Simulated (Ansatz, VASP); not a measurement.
**Two plane-wave programs on NaSnCl3**

INCAR

```
PREC     = Accurate       # precision mode
ENCUT    = 520            # plane-wave cutoff, eV
EDIFF    = 1E-6           # SCF threshold, eV
ISMEAR   = 0              # smearing method
SIGMA    = 0.01           # smearing width, eV
LREAL    = False          # projectors in reciprocal space
LASPH    = True           # aspherical terms in the spheres
NELM     = 60             # most SCF steps
ALGO     = Normal         # electronic algorithm
ISIF     = 2              # what is computed and relaxed
LWAVE    = False          # write WAVECAR
LCHARG   = True           # write CHGCAR
GGA      = PE             # functional
LELF     = True           # ELF
LVHAR    = True         
NBANDS   = 29             # bands
```

The input KPOINTS:

```
regular mesh
0
Gamma
  4 4 4
```

Contents of POSCAR:

```
NaSnCl3
1.0
    5.4479237645      0.0000000000      0.0000000000
    0.0000000000      5.4479237645      0.0000000000
    0.0000000000      0.0000000000      5.4479237645
Na Sn Cl
1 1 3
Direct
    0.0000000000      0.0000000000      0.0000000000
    0.5000000000      0.5000000000      0.5000000000
    0.5000000000      0.5000000000      0.0000000000
    0.5000000000      0.0000000000      0.5000000000
    0.0000000000      0.5000000000      0.5000000000
```

Input for Ansatz:

```yaml
crystal:
  lattice:
    - [5.4479237645, 0.0, 0.0]
    - [0.0, 5.4479237645, 0.0]
    - [0.0, 0.0, 5.4479237645]
  atoms:
    - { symbol: Na, position: [0.0, 0.0, 0.0] }
    - { symbol: Sn, position: [0.5, 0.5, 0.5] }
    - { symbol: Cl, position: [0.5, 0.5, 0.0] }
    - { symbol: Cl, position: [0.5, 0.0, 0.5] }
    - { symbol: Cl, position: [0.0, 0.5, 0.5] }
kpoints:
  mp_grid: { grid: [4, 4, 4] }
hamiltonian:
  xc: pbe
scf:
  occupations: { method: fixed }
  n_extra_bands: 5
output:
  forces: true
  stress: true
  eigenvalues: true
```

Alike in both runs: task single point; functional PBE; k mesh 4 × 4 × 4; no spin polarisation.

|  | VASP | Ansatz |
| --- | --- | --- |
| version | VASP 6.6.1 | Ansatz 0.2.0 |
| potentials or method | VASP PAW PBE potentials, release 64 (Na_pv, Sn_d, Cl) | plane waves, PAW |
| plane-wave cutoff (eV) | 520 | 420 |
| occupations | gaussian, width 0.01 eV | fixed |
| valence electrons in the cell | 42 | 44 |

```tsv
	VASP	Ansatz	Ansatz less VASP
gap on the k mesh at the Fermi level (eV)	0.25	0.26	+0.004
pressure (GPa)	1.8	1.8	+0.04
```

VASP's potentials hold 42 valence electrons a cell and Ansatz's 44, so a difference there can come from the potentials and not from the codes.
